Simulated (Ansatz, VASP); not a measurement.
**SnTe: VASP beside Ansatz**

File INCAR:

```
PREC = Accurate
ENCUT = 520
EDIFF = 1E-7
ISMEAR = -1
SIGMA = 0.02
LREAL = False
LASPH = True
NELM = 60
ALGO = Normal
ISIF = 2
LWAVE = False
LCHARG = True
GGA = PE
LELF = True
LVHAR = True
NBANDS = 17
```

File KPOINTS:

```
Automatic mesh
0
Gamma
  8 8 8
```

POSCAR

```
SnTe
1.0
   -0.0908697655      3.1622471869      3.1622471869
    3.1622471869     -0.0908697655      3.1622471869
    3.1622471869      3.1622471869     -0.0908697655
Sn Te
1 1
Direct
    0.0000000000      0.0000000000      0.0000000000
    0.5000000000      0.5000000000      0.5000000000
```

Input for Ansatz:

```yaml
crystal:
  lattice:
    - [-0.0908697655, 3.1622471869, 3.1622471869]
    - [3.1622471869, -0.0908697655, 3.1622471869]
    - [3.1622471869, 3.1622471869, -0.0908697655]
  atoms:
    - { symbol: Sn, position: [0.0, 0.0, 0.0] }
    - { symbol: Te, position: [0.5, 0.5, 0.5] }
kpoints:
  mp_grid: { grid: [8, 8, 8] }
  band_path:
    path:
      - [0.0, 0.0, 0.0]
      - [0.5, 0.0, 0.5]
      - [0.625, 0.25, 0.625]
      - [0.375, 0.375, 0.75]
      - [0.5, 0.5, 0.5]
      - [0.5, 0.25, 0.75]
      - [0.0, 0.0, 0.5]
    npoints: 1
hamiltonian:
  xc: pbe
scf:
  occupations: { method: fermi_dirac, width: 0.02 }
  n_extra_bands: 4
output:
  forces: true
  stress: true
  eigenvalues: true
```

Change from the starting cell: epitaxial_111 strain +2.0%.

Alike in both runs: task single point; functional PBE; k mesh 8 × 8 × 8; occupations fermi-dirac, width 0.02 eV; no spin polarisation.

|  | VASP | Ansatz |
| --- | --- | --- |
| version | VASP 6.6.1 | Ansatz 0.2.0 |
| potentials or method | VASP PAW PBE potentials, release 64 (Sn_d, Te) | plane waves, PAW |
| plane-wave cutoff (eV) | 520 | 420 |
| valence electrons in the cell | 20 | 30 |

```csv
,VASP,Ansatz,Ansatz less VASP
pressure (GPa),-0.1,-0.1,+0.02
"traceless stress, the component that is largest in VASP (GPa)",0.41,0.41,0.000
```

With one functional, cell and mesh, what is left measures potentials, basis and numerics. VASP's potentials hold 20 valence electrons a cell and Ansatz's 30, so a difference there can come from the potentials and not from the codes.

Neither program's run includes spin-orbit coupling.
